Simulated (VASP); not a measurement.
A run of VASP 6.6.1:

INCAR

```
ALGO = Normal
EDIFF = 1E-6
ENCUT = 520
GGA = PS
ISIF = 2
ISMEAR = -1
ISYM = 0
LASPH = T
LCHARG = T
LELF = T
LREAL = Auto
LVHAR = T
LWAVE = F
NBANDS = 246
NELM = 60
PREC = Accurate
SIGMA = 0.05
```

Contents of KPOINTS:

```
Automatic mesh
0
Gamma
  1 1 1
  0.25 0.25 0.25
```

File POSCAR:

```
SiC
1.0
    9.2342040000      0.0000000000      0.0000000000
    0.0000000000     10.6627400000      0.0000000000
    0.0000000000      0.0000000000     10.0759470000
Si C
48 48
Direct
    0.0000000000      0.0000000000      0.4998400000
    0.3333330000      0.0000000000      0.4998400000
    0.1666670000      0.2500000000      0.4998400000
    0.0000000000      0.5000000000      0.4998400000
    0.6666670000      0.0000000000      0.4998400000
    0.5000000000      0.2500000000      0.4998400000
    0.3333330000      0.5000000000      0.4998400000
    0.1666670000      0.7500000000      0.4998400000
    0.8333330000      0.2500000000      0.4998400000
    0.6666670000      0.5000000000      0.4998400000
    0.5000000000      0.7500000000      0.4998400000
    0.8333330000      0.7500000000      0.4998400000
    0.0000000000      0.1666670000      0.2499120000
    0.3333330000      0.1666670000      0.2499120000
    0.1666670000      0.4166670000      0.2499120000
    0.0000000000      0.6666670000      0.2499120000
    0.6666670000      0.1666670000      0.2499120000
    0.5000000000      0.4166670000      0.2499120000
    0.3333330000      0.6666670000      0.2499120000
    0.1666670000      0.9166670000      0.2499120000
    0.8333330000      0.4166670000      0.2499120000
    0.6666670000      0.6666670000      0.2499120000
    0.5000000000      0.9166670000      0.2499120000
    0.8333330000      0.9166670000      0.2499120000
    0.1666670000      0.0833330000      0.7499120000
    0.0000000000      0.3333330000      0.7499120000
    0.5000000000      0.0833330000      0.7499120000
    0.3333330000      0.3333330000      0.7499120000
    0.1666670000      0.5833330000      0.7499120000
    0.0000000000      0.8333330000      0.7499120000
    0.8333330000      0.0833330000      0.7499120000
    0.6666670000      0.3333330000      0.7499120000
    0.5000000000      0.5833330000      0.7499120000
    0.3333330000      0.8333330000      0.7499120000
    0.8333330000      0.5833330000      0.7499120000
    0.6666670000      0.8333330000      0.7499120000
    0.0000000000      0.0000000000      0.9998400000
    0.3333330000      0.0000000000      0.9998400000
    0.1666670000      0.2500000000      0.9998400000
    0.0000000000      0.5000000000      0.9998400000
    0.6666670000      0.0000000000      0.9998400000
    0.5000000000      0.2500000000      0.9998400000
    0.3333330000      0.5000000000      0.9998400000
    0.1666670000      0.7500000000      0.9998400000
    0.8333330000      0.2500000000      0.9998400000
    0.6666670000      0.5000000000      0.9998400000
    0.5000000000      0.7500000000      0.9998400000
    0.8333330000      0.7500000000      0.9998400000
    0.0000000000      0.0000000000      0.1873030000
    0.3333330000      0.0000000000      0.1873030000
    0.1666670000      0.2500000000      0.1873030000
    0.0000000000      0.5000000000      0.1873030000
    0.6666670000      0.0000000000      0.1873030000
    0.5000000000      0.2500000000      0.1873030000
    0.3333330000      0.5000000000      0.1873030000
    0.1666670000      0.7500000000      0.1873030000
    0.8333330000      0.2500000000      0.1873030000
    0.6666670000      0.5000000000      0.1873030000
    0.5000000000      0.7500000000      0.1873030000
    0.8333330000      0.7500000000      0.1873030000
    0.0000000000      0.0000000000      0.6873030000
    0.3333330000      0.0000000000      0.6873030000
    0.1666670000      0.2500000000      0.6873030000
    0.0000000000      0.5000000000      0.6873030000
    0.6666670000      0.0000000000      0.6873030000
    0.5000000000      0.2500000000      0.6873030000
    0.3333330000      0.5000000000      0.6873030000
    0.1666670000      0.7500000000      0.6873030000
    0.8333330000      0.2500000000      0.6873030000
    0.6666670000      0.5000000000      0.6873030000
    0.5000000000      0.7500000000      0.6873030000
    0.8333330000      0.7500000000      0.6873030000
    0.0000000000      0.1666670000      0.4379450000
    0.3333330000      0.1666670000      0.4379450000
    0.1666670000      0.4166670000      0.4379450000
    0.0000000000      0.6666670000      0.4379450000
    0.6666670000      0.1666670000      0.4379450000
    0.5000000000      0.4166670000      0.4379450000
    0.3333330000      0.6666670000      0.4379450000
    0.1666670000      0.9166670000      0.4379450000
    0.8333330000      0.4166670000      0.4379450000
    0.6666670000      0.6666670000      0.4379450000
    0.5000000000      0.9166670000      0.4379450000
    0.8333330000      0.9166670000      0.4379450000
    0.1666670000      0.0833330000      0.9379450000
    0.0000000000      0.3333330000      0.9379450000
    0.5000000000      0.0833330000      0.9379450000
    0.3333330000      0.3333330000      0.9379450000
    0.1666670000      0.5833330000      0.9379450000
    0.0000000000      0.8333330000      0.9379450000
    0.8333330000      0.0833330000      0.9379450000
    0.6666670000      0.3333330000      0.9379450000
    0.5000000000      0.5833330000      0.9379450000
    0.3333330000      0.8333330000      0.9379450000
    0.8333330000      0.5833330000      0.9379450000
    0.6666670000      0.8333330000      0.9379450000
```

Potentials or basis: VASP PAW PBE potentials, release 64 (Si, C).

Command:

```sh
$ cat potpaw_PBE.64/Si/POTCAR potpaw_PBE.64/C/POTCAR > POTCAR
$ mpirun -np 1 vasp_std > vasp.out
```

Hardware: 1 thread of Intel Xeon 8259CL (shared host).

How long does it take, and how much memory?

Wall time 51 min on 1 thread of Intel Xeon 8259CL, with other jobs on the host, peak memory 1.2 GiB. Counts: scf iterations 14, k points 4.
